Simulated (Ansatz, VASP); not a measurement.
Two plane-wave programs on Li6AuI2N

The input POSCAR:

```
Li6AuI2N
1.0
    0.0000000000      4.5027190000      4.5027190000
    4.5027190000      0.0000000000      4.5027190000
    4.5027190000      4.5027190000      0.0000000000
Au I N Li
1 2 1 6
Direct
    0.0000000000      0.0000000000      0.0000000000
    0.7500000000      0.7500000000      0.7500000000
    0.2500000000      0.2500000000      0.2500000000
    0.5000000000      0.5000000000      0.5000000000
    0.6834000000      0.3166000000      0.6834000000
    0.6834000000      0.3166000000      0.3166000000
    0.3166000000      0.6834000000      0.3166000000
    0.3166000000      0.6834000000      0.6834000000
    0.6834000000      0.6834000000      0.3166000000
    0.3166000000      0.3166000000      0.6834000000
```

File INCAR.step1:

```
PREC = Accurate
ENCUT = 520
ISMEAR = -1
SIGMA = 0.085
LREAL = F
LASPH = T
NELM = 80
NBANDS = 35
GGA = PE
ALGO = Normal
EDIFF = 1E-4
LWAVE = T
LCHARG = F
```

The input INCAR.step2:

```
PREC = Accurate
ENCUT = 520
EDIFF = 1E-6
ISMEAR = -1
SIGMA = 0.085
LREAL = F
LASPH = T
NELM = 80
ALGO = Normal
ISIF = 2
LWAVE = F
LCHARG = F
METAGGA = R2SCAN
LMIXTAU = T
NBANDS = 35
ISTART = 1
```

KPOINTS

```
Automatic mesh
0
Gamma
  5 5 5
```

Input for Ansatz:

```yaml
crystal:
  lattice:
    - [0.0, 4.502719, 4.502719]
    - [4.502719, 0.0, 4.502719]
    - [4.502719, 4.502719, 0.0]
  atoms:
    - { symbol: Au, position: [0.0, 0.0, 0.0] }
    - { symbol: I, position: [0.75, 0.75, 0.75] }
    - { symbol: I, position: [0.25, 0.25, 0.25] }
    - { symbol: "N", position: [0.5, 0.5, 0.5] }
    - { symbol: Li, position: [0.6834, 0.3166, 0.6834] }
    - { symbol: Li, position: [0.6834, 0.3166, 0.3166] }
    - { symbol: Li, position: [0.3166, 0.6834, 0.3166] }
    - { symbol: Li, position: [0.3166, 0.6834, 0.6834] }
    - { symbol: Li, position: [0.6834, 0.6834, 0.3166] }
    - { symbol: Li, position: [0.3166, 0.3166, 0.6834] }
  symmetry: { tolerance: 0.0003 }
kpoints:
  mp_grid: { grid: [5, 5, 5], shift: [0, 0, 0] }
  band_path:
    path:
      - [0.0, 0.0, 0.0]
      - [0.5, 0.0, 0.5]
      - [0.625, 0.25, 0.625]
      - [0.375, 0.375, 0.75]
      - [0.0, 0.0, 0.0]
      - [0.5, 0.5, 0.5]
      - [0.5, 0.25, 0.75]
      - [0.5, 0.0, 0.5]
    npoints: 8
magnetization:
  spin_polarized: false
scf:
  occupations: { method: fermi_dirac, width: 0.085 }
  lower_state_search: "off"
  max_iter: 200
hamiltonian:
  pseudopotentials: { kind: paw }
  xc: r2scan
basis:
  ecutwfc: 500
  fft_grid_basis: typed
output:
  forces: true
  stress: true
  eigenvalues: true
  bader: true
  populations: true
  elf: true
  write_potential: true
  volumetric_format: npy
  dos:
    e_range: [-12, 8]
    de: 0.05
    projected: { site_lists: { Au: [Au], I: [I], Li: [Li], "N": ["N"] } }
  write_density: true
checkpoint:
  read: saved_state
```

Alike in both runs: task single point; functional r2SCAN; k mesh 5 × 5 × 5; occupations fermi-dirac, width 0.085 eV; no spin polarisation.

|  | VASP | Ansatz |
| --- | --- | --- |
| version | VASP 6.6.1 | Ansatz 0.2.0 |
| potentials or method | VASP PAW PBE potentials, release 64 (Au, I, N, Li_sv), cutoff 520 eV | PAW plane waves |
| valence electrons in the cell | 48 | 76 |

VASP gave:

```
rms of the force components (eV/Å) : 1.711
```

Q: What did Ansatz give for the same quantities?

A: rms of the force components (eV/Å): 1.552.

VASP's potentials were made for PBE, not for r2SCAN. Atom by atom the forces differ by 0.159 eV/Å (rms over components). The functional is the same, so the differences come from potentials, cutoffs and numerics. VASP's potentials hold 48 valence electrons a cell and Ansatz's 76, so a difference there can come from the potentials and not from the codes.

Spin-orbit coupling is off throughout. Noted on VASP's run: the cutoff is short for stress, so the pressure is rough.
